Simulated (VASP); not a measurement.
# Si (Fd-3m) in VASP: a series of runs

Aim: see how the results for Si move with the level of theory and the settings. Levels: PBE, revPBE+D4. Tasks: single point.

Everything below comes from runs of VASP 6.6.1. Logs are shortened: lines on timing, memory, paths and dates and some standing lists are left out, and cuts for length are marked.

## (1) The cell of the first run

Symmetry: Fd-3m, No. 227, cubic system. The conventional cell has a = 5.444 Å, b = 5.444 Å, c = 5.444 Å, α = 90.00°, β = 90.00°, γ = 90.00°. Si (site symmetry -43m) has 4 Si at 2.36 Å within 3.1 Å.

## (2) Single point, PBE

INCAR reads:

```
SYSTEM = Si
PREC = Accurate
ENCUT = 520
EDIFF = 1E-6
ISMEAR = -1
SIGMA = 0.03
LREAL = .False.
LASPH = .True.
NELM = 100
ALGO = Normal
ISIF = 2
LWAVE = .False.
LCHARG = .False.
GGA = PE
NBANDS = 11
```

KPOINTS reads:

```
Automatic mesh
0
Gamma
  6 6 6
  0 0 0
```

POSCAR reads:

```
Si
1.0
    0.0000000000      2.7218511865      2.7218511865
    2.7218511865      0.0000000000      2.7218511865
    2.7218511865      2.7218511865      0.0000000000
Si
2
Direct
    0.5000000000      0.5000000000      0.5000000000
    0.7500000000      0.7500000000      0.7500000000
```

Potentials or basis: VASP PAW PBE potentials, release 64 (Si).

The run is started by

```
$ cat potpaw_PBE.64/Si/POTCAR > POTCAR
$ mpirun -np 1 vasp_std > vasp.out
```

OUTCAR:

```text
SYSTEM = Si
   PREC = Accurate
   ENCUT = 520
   EDIFF = 1E-6
   ISMEAR = -1
   LREAL = .False.
   LASPH = .True.
   NELM = 100
   ISIF = 2
   GGA = PE

 ion  position               nearest neighbor table
   1  0.500  0.500  0.500-   2 2.36   2 2.36   2 2.36   2 2.36
   2  0.750  0.750  0.750-   1 2.36   1 2.36   1 2.36   1 2.36

  LATTYP: Found a face centered cubic cell.
 ALAT       =     5.4437023730

  Lattice vectors:

 A1 = (   0.0000000000,   2.7218511865,   2.7218511865)
 A2 = (   2.7218511865,   0.0000000000,   2.7218511865)
 A3 = (   2.7218511865,   2.7218511865,   0.0000000000)

Analysis of symmetry for initial positions (statically):
=====================================================================
 Subroutine PRICEL returns:
 Original cell was already a primitive cell.

 Routine SETGRP: Setting up the symmetry group for a
 face centered cubic supercell.

 Subroutine GETGRP returns: Found 48 space group operations
 (whereof 24 operations were pure point group operations)
 out of a pool of 48 trial point group operations.

The static configuration has the point symmetry T_d .
 The point group associated with its full space group is O_h .

Analysis of symmetry for dynamics (positions and initial velocities):
=====================================================================
 Subroutine PRICEL returns:
 Original cell was already a primitive cell.

 Routine SETGRP: Setting up the symmetry group for a
 face centered cubic supercell.

 Subroutine GETGRP returns: Found 48 space group operations
 (whereof 24 operations were pure point group operations)
 out of a pool of 48 trial point group operations.

The dynamic configuration has the point symmetry T_d .
 The point group associated with its full space group is O_h .

 Subroutine INISYM returns: Found 48 space group operations
 (whereof 24 operations are pure point group operations),
 and found     1 'primitive' translations

----------------------------------------------------------------------------------------

                                     Primitive cell

  volume of cell :      40.3295

  direct lattice vectors                    reciprocal lattice vectors
     0.000000000  2.721851186  2.721851186    -0.183698507  0.183698507  0.183698507
     2.721851186  0.000000000  2.721851186     0.183698507 -0.183698507  0.183698507
     2.721851186  2.721851186  0.000000000     0.183698507  0.183698507 -0.183698507

  length of vectors
     3.849278863  3.849278863  3.849278863     0.318175148  0.318175148  0.318175148

  position of ions in fractional coordinates (direct lattice)
     0.500000000  0.500000000  0.500000000
     0.750000000  0.750000000  0.750000000

  ion indices of the primitive-cell ions
   primitive index   ion index
                 1           1
                 2           2

----------------------------------------------------------------------------------------

 KPOINTS: Automatic mesh

Automatic generation of k-mesh.
 Grid dimensions read from file:
 generate k-points for:    6    6    6

 Generating k-lattice:

  Cartesian coordinates                     Fractional coordinates (reciprocal lattice)
    -0.030616418  0.030616418  0.030616418     0.166666667  0.000000000  0.000000000
     0.030616418 -0.030616418  0.030616418     0.000000000  0.166666667  0.000000000
     0.030616418  0.030616418 -0.030616418     0.000000000  0.000000000  0.166666667

  Length of vectors
     0.053029191  0.053029191  0.053029191

  Shift w.r.t. Gamma in fractional coordinates (k-lattice)
     0.000000000  0.000000000  0.000000000

 Subroutine IBZKPT returns following result:
 ===========================================

 Found     16 irreducible k-points:

 Following reciprocal coordinates:
            Coordinates               Weight
  0.000000  0.000000  0.000000      1.000000
  0.166667  0.000000  0.000000      8.000000
  0.333333  0.000000  0.000000      8.000000
  0.500000  0.000000  0.000000      4.000000
  0.166667  0.166667  0.000000      6.000000
  0.333333  0.166667  0.000000     24.000000
[... 8 lines left out ...]
 -0.333333  0.333333  0.166667     24.000000
 -0.333333  0.500000  0.166667     12.000000
   k-points           NKPTS =     16   k-points in BZ     NKDIM =     16   number of bands    NBANDS=     11
   number of dos      NEDOS =    301   number of ions     NIONS =      2
   total plane-waves  NPLWV =  27000
   dimension x,y,z NGX =    30 NGY =   30 NGZ =   30
   dimension x,y,z NGXF=    60 NGYF=   60 NGZF=   60
   ions per type =               2
   NGX,Y,Z   is equivalent  to a cutoff of  12.96, 12.96, 12.96 a.u.
   NGXF,Y,Z  is equivalent  to a cutoff of  25.91, 25.91, 25.91 a.u.
 SYSTEM =  Si
   PREC   = accura    normal or accurate (medium, high low for compatibility)
   ISTART =      0    job   : 0-new  1-cont  2-samecut
   ICHARG =      2    charge: 1-file 2-atom 10-const
   ISPIN  =      1    spin polarized calculation?
   LNONCOLLINEAR =      F non collinear calculations
   LSORBIT =      F    spin-orbit coupling
   LASPH  =      T    aspherical Exc in radial PAW
   ENCUT  =  520.0 eV  38.22 Ry    6.18 a.u.   7.16  7.16  7.16*2*pi/ulx,y,z
   NELM   =    100;   NELMIN=  2; NELMDL= -5     # of ELM steps
   EDIFF  = 0.1E-05   stopping-criterion for ELM
   LREAL  =      F    real-space projection
   EDIFFG = 0.1E-04   stopping-criterion for IOM
   NSW    =      0    number of steps for IOM
   IBRION =     -1    ionic relax: 0-MD 1-quasi-New 2-CG
   NFREE  =      0    steps in history (QN), initial steepest desc. (CG)
   ISIF   =      2    stress and relaxation
   ISYM   =      2    0-nonsym 1-usesym 2-fastsym
   POTIM  = 0.5000    time-step for ionic-motion
   TEBEG  =    0.0;   TEEND  =   0.0 temperature during run
   PSTRESS=    0.0 pullay stress
   NELECT =       8.0000    total number of electrons
   NUPDOWN=      -1.0000    fix difference up-down
   EMIN   =  10.00;   EMAX   =-10.00  energy-range for DOS
   EFERMI =   0.00;   METHOD = LEGACY
   ISMEAR =    -1;   SIGMA  =   0.03  broadening in eV -4-tet -1-fermi 0-gaus
   EFERMI_NEDOS =   21; number of points for ismear=-14 and -15
   IALGO  =     38    algorithm
   IMIX   =      4    mixing-type and parameters
     AMIX     =   0.40;   BMIX     =  1.00
     AMIX_MAG =   1.60;   BMIX_MAG =  1.00
  volume/ion in A,a.u.               =      20.16       136.08
  Fermi-wavevector in a.u.,A,eV,Ry     =   0.954766  1.804247 12.402783  0.911579
  Thomas-Fermi vector in A             =   2.083543
   LORBIT       =      0    0 simple, 1 ext, 2 COOP (PROOUT), +10 PAW based schemes
   GGA     = PE    functional components
   LHFCALC =     F    Hartree Fock is set to
   AEXX    =    0.0000 exact exchange contribution
   IVDW    =     0    specifies the selected vdW correction
   LEPSILON=     F    determine dielectric tensor
   LRPA    =     F    only Hartree local field effects (RPA)
 non-spin polarized calculation
  energy-cutoff  :      520.00
  volume of cell :       40.33
 maximum number of plane-waves:      1106
 NGX is ok and might be reduce to    30
   NGX = 15   NGY = 15   NGZ = 15

 number of electron       8.0000001 magnetization

 Free energy of the ion-electron system (eV)
  ---------------------------------------------------
  ext. energy  EPLUGINS =         0.00000000
  ---------------------------------------------------
  free energy    TOTEN  =       -10.82393294 eV

  energy without entropy =      -10.82393271  energy(sigma->0) =      -10.82393283

 E-fermi :   6.1046     XC(G=0):  -9.3764

 val. band max:        5.7613837499   @ k =   0.0000   0.0000   0.0000
 cond. band min:       6.4830933946   @ k =   0.5000   0.5000   0.0000
 fundamental gap:      0.7217096448
 Fermi energy:         6.1045645599

 k-point     1 :       0.0000    0.0000    0.0000
  band No.  band energies     occupation
      1      -6.1483      2.00000
      2       5.7614      1.99998
      3       5.7614      1.99998
      4       5.7614      1.99998
      5       8.3210      0.00000
      6       8.3210      0.00000
      7       8.3210      0.00000
      8       9.0531      0.00000
      9      13.4738      0.00000
     10      13.4738      0.00000
     11      13.6920      0.00000

 k-point     2 :       0.1667    0.0000    0.0000
  band No.  band energies     occupation
      1      -5.7893      2.00000
      2       3.3876      2.00000
      3       5.3144      2.00000
      4       5.3144      2.00000
      5       8.0908      0.00000
      6       8.9643      0.00000
      7       8.9643      0.00000
      8      11.1577      0.00000
      9      12.8427      0.00000
     10      12.8427      0.00000
     11      14.8193      0.00000

 k-point     3 :       0.3333    0.0000    0.0000
  band No.  band energies     occupation
      1      -4.7805      2.00000
      2       0.4505      2.00000
      3       4.7675      2.00000
      4       4.7675      2.00000
      5       7.5009      0.00000
      6       9.2646      0.00000
      7       9.2646      0.00000
      8      13.6019      0.00000
      9      13.7327      0.00000
     10      13.7327      0.00000
     11      14.8338      0.00000

 k-point     4 :       0.5000    0.0000    0.0000
  band No.  band energies     occupation
      1      -3.8346      2.00000
      2      -1.1725      2.00000
      3       4.5702      2.00000
      4       4.5702      2.00000
      5       7.2753      0.00000
      6       9.1016      0.00000
      7       9.1016      0.00000
      8      13.4788      0.00000
      9      16.2892      0.00000
     10      16.2892      0.00000
     11      17.0585      0.00000
[... 127 lines left out ...]
 k-point    14 :       0.5000    0.3333    0.1667
  band No.  band energies     occupation
      1      -3.8736      2.00000
      2       0.1318      2.00000
      3       2.2194      2.00000
      4       3.4846      2.00000
      5       8.6103      0.00000
      6       9.4755      0.00000
      7       9.9760      0.00000
      8      12.7983      0.00000
      9      14.7288      0.00000
     10      15.6316      0.00000
     11      18.7295      0.00000

 k-point    15 :      -0.3333    0.3333    0.1667
  band No.  band energies     occupation
      1      -2.8970      2.00000
      2      -1.0584      2.00000
      3       1.7813      2.00000
      4       3.0223      2.00000
      5       9.1175      0.00000
      6       9.3049      0.00000
      7      11.8453      0.00000
      8      12.2531      0.00000
      9      13.2862      0.00000
     10      16.8232      0.00000
     11      17.6697      0.00000

 k-point    16 :      -0.3333    0.5000    0.1667
  band No.  band energies     occupation
      1      -1.9118      2.00000
      2      -1.9118      2.00000
      3       2.1459      2.00000
      4       2.1459      2.00000
      5       8.5092      0.00000
      6       8.5092      0.00000
      7      12.4983      0.00000
      8      12.4983      0.00000
      9      16.2926      0.00000
     10      16.2926      0.00000
     11      18.6619      0.00000

------------------------ aborting loop because EDIFF is reached ----------------------------------------

  FORCE on cell =-STRESS in cart. coord.  units (eV):
  Direction    XX          YY          ZZ          XY          YZ          ZX
  --------------------------------------------------------------------------------------
  -------------------------------------------------------------------------------------
  Total        0.3344644      0.3344644      0.3344644      0.0000000      0.0000000     -0.0000000
  in kB       13.2873186     13.2873186     13.2873186      0.0000000      0.0000000     -0.0000000
  external PRESSURE =      13.2873186 kB  Pullay stress =       0.0000000 kB

 VOLUME and BASIS-vectors are now :
 -----------------------------------------------------------------------------
  energy-cutoff  :      520.00
  volume of cell :       40.33
      direct lattice vectors                 reciprocal lattice vectors
     0.000000000  2.721851186  2.721851186    -0.183698507  0.183698507  0.183698507
     2.721851186  0.000000000  2.721851186     0.183698507 -0.183698507  0.183698507
     2.721851186  2.721851186  0.000000000     0.183698507  0.183698507 -0.183698507

 POSITION                                       TOTAL-FORCE (eV/Angst)
 -----------------------------------------------------------------------------------
      2.72185      2.72185      2.72185         0.000000      0.000000      0.000000
      4.08278      4.08278      4.08278        -0.000000     -0.000000     -0.000000
 -----------------------------------------------------------------------------------
    total drift:                                0.000000     -0.000000     -0.000000

  FREE ENERGIE OF THE ION-ELECTRON SYSTEM (eV)
  ---------------------------------------------------
  free  energy   TOTEN  =       -10.8239329437 eV

  energy  without entropy=      -10.8239327084  energy(sigma->0) =      -10.82393283
```

Wall time 7.1 s (1 thread of AMD EPYC 9R45 (Zen 5), shared host); peak memory 0.12 GiB.

Results:

```yaml
Free_energy: -10.8239 eV
Pressure: 1.3 GPa
Band_gap_on_the_k_mesh: 0.72 eV, indirect (least direct gap 2.56 eV)
```

Levels at points of the mesh, in eV from the valence-band top:
```
           k point  band 2  band 3  band 4  band 5  band 6  band 7
(0.00, 0.00, 0.00)    0.00    0.00    0.00    2.56    2.56    2.56
(0.50, 0.00, 0.00)   -6.93   -1.19   -1.19    1.51    3.34    3.34
(0.50, 0.50, 0.00)   -7.79   -2.83   -2.83    0.72    0.72   10.05
```

A k mesh can miss the band edges. Expect the measured gap to be larger: semilocal functionals such as PBE lack the derivative discontinuity.

## (3) Single point, revPBE+D4

This run uses another cell than the first one, of 19.61 Å³/atom, 0.973 times its volume.

INCAR reads:

```
SYSTEM = Si
PREC     = Accurate       ! precision mode
ENCUT    = 520            ! plane-wave cutoff, eV
EDIFF    = 1E-6           ! SCF threshold, eV
ISMEAR   = -1             ! smearing method
SIGMA    = 0.05           ! smearing width, eV
LREAL    = .False.        ! projectors in reciprocal space
LASPH    = .True.         ! aspherical terms in the spheres
NELM     = 60             ! most SCF steps
ALGO     = Normal         ! electronic algorithm
ISIF     = 2              ! what is computed and relaxed
LWAVE    = .False.        ! write WAVECAR
LCHARG   = .False.        ! write CHGCAR
GGA      = RE             ! functional
IVDW     = 13             ! dispersion correction
NBANDS   = 11             ! bands
```

KPOINTS reads:

```
regular mesh
0
Gamma
  8 8 8
  0 0 0
```

POSCAR reads:

```
Si
1.0
    0.0000000000      2.6967280005      2.6967280005
    2.6967280005      0.0000000000      2.6967280005
    2.6967280005      2.6967280005      0.0000000000
Si
2
Direct
    0.5000000000      0.5000000000      0.5000000000
    0.7500000000      0.7500000000      0.7500000000
```

Potentials or basis: VASP PAW PBE potentials, release 64 (Si).

The run is started by

```
$ cat potpaw_PBE.64/Si/POTCAR > POTCAR
$ mpirun -np 1 vasp_std > vasp.out
```

Wall time 10 s (1 thread of AMD EPYC 9R45 (Zen 5), shared host); peak memory 0.11 GiB.

The run converged. Its results:

```
Free energy                : -11.5971 eV
Pressure                   : -0.1 GPa
Band gap on the k mesh     : 0.62 eV, indirect (least direct gap 2.58 eV)
Dispersion energy per atom : -0.601 eV
```

Levels at points of the mesh, in eV from the valence-band top:
```tsv
k point	band 1	band 2	band 3	band 4	band 5	band 6	band 7	band 8	band 9
(0.00, 0.00, 0.00)	-12.08	0.00	0.00	0.00	2.58	2.58	2.58	3.71	7.69
(0.50, 0.00, 0.00)	-9.70	-7.05	-1.21	-1.21	1.66	3.33	3.33	7.85	10.57
(0.50, 0.50, 0.00)	-7.87	-7.87	-2.90	-2.90	0.71	0.71	10.33	10.33	11.01
```

Caveat: the PAW data sets were made with another functional, which shifts forces and pressure a little. A k mesh can miss the band edges.

(Continued in part 2 of 2.)
